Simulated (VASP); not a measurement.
Wanted: the native input for a VASP 6.6.1 run.

| Item | Value |
| --- | --- |
| Task | relaxation of shape and atoms at fixed volume |
| Functional | PBE |
| Dispersion | D3(BJ) |
| Potentials or basis | VASP PAW PBE potentials, release 64 (Mn_pv, O) |
| Cutoff | 600 eV |
| k mesh | 12 × 12 × 4 |
| Occupations | gaussian, width 0.02 eV |
| Spin | collinear spin, ferromagnetic start |
| Starting moments | [2.75, 2.75, 0.0, 0.0, 0.0, 0.0] μB |
| Dipole correction | no |
| Further INCAR settings | ALGO = Normal; EDIFF = 1e-06; IBRION = 2; EDIFFG = -0.01; NSW = 50; ISIF = 4 |

The structure of MnO2 lies in POSCAR:

```
MnO2
1.0
    2.8362402779      0.0000000000      0.0000000000
   -1.4181201389      2.4562561319      0.0000000000
    0.0000000000      0.0000000000      9.8525700234
Mn O
2 4
Direct
    0.0000000000      0.0000000000      0.0000000000
    0.0000000000      0.0000000000      0.5000000000
    0.3333333333      0.6666666667      0.9037602986
    0.3333333333      0.6666666667      0.5962397014
    0.6666666667      0.3333333333      0.0962397014
    0.6666666667      0.3333333333      0.4037602986
```

The input as run:

INCAR

```
PREC     = Accurate       # precision mode
ENCUT    = 600            # plane-wave cutoff, eV
EDIFF    = 1E-6           # SCF threshold, eV
ISMEAR   = 0              # smearing method
SIGMA    = 0.02           # smearing width, eV
LREAL    = False          # projectors in reciprocal space
LASPH    = True           # aspherical terms in the spheres
NELM     = 150            # most SCF steps
ALGO     = Normal         # electronic algorithm
ISIF     = 4              # what is computed and relaxed
LWAVE    = False          # write WAVECAR
LCHARG   = False          # write CHGCAR
ISPIN    = 2              # spin polarisation
MAGMOM   = 2.75 2.75 0 0 0 0 # initial moments
LORBIT   = 11             # projections on sites
LMAXMIX  = 4              # l up to which the mixer works
GGA      = PE             # functional
IVDW     = 12             # dispersion correction
IBRION   = 2              # ionic algorithm
NSW      = 50             # ionic steps
EDIFFG   = -0.01          # ionic threshold
KPAR     = 4
```

KPOINTS

```
Automatic mesh
0
Gamma
  12 12 4
```

Potentials or basis: VASP PAW PBE potentials, release 64 (Mn_pv, O).

Command:

```console
$ cat potpaw_PBE.64/Mn_pv/POTCAR potpaw_PBE.64/O/POTCAR > POTCAR
$ mpirun -np 4 vasp_std > vasp.out
```

It gave:

| Property | Result |
| --- | --- |
| Energy gained by relaxing | 7.7 meV/atom |
| Ionic steps | 5 |
| Pressure after relaxing | 0.7 GPa |
| Largest force after relaxing | 0.006 eV/Å |
| Band gap on the k mesh | 0.86 eV (least direct gap 0.91 eV) |
| Net moment | 6.00 μB per cell |
| Site moments | Mn +2.84; O +0.04 μB |
| Valence electrons inside the program's atomic spheres | Mn 11.72; O 4.99 |
| Dispersion energy per atom | -0.126 eV |

Caveat: the run started ferromagnetic, and an antiferromagnetic order may lie lower in energy.

Wall time 7.7 min on 4 MPI ranks on AMD EPYC 9755 128-Core Processor, on a shared host, peak memory 0.38 GiB a rank.
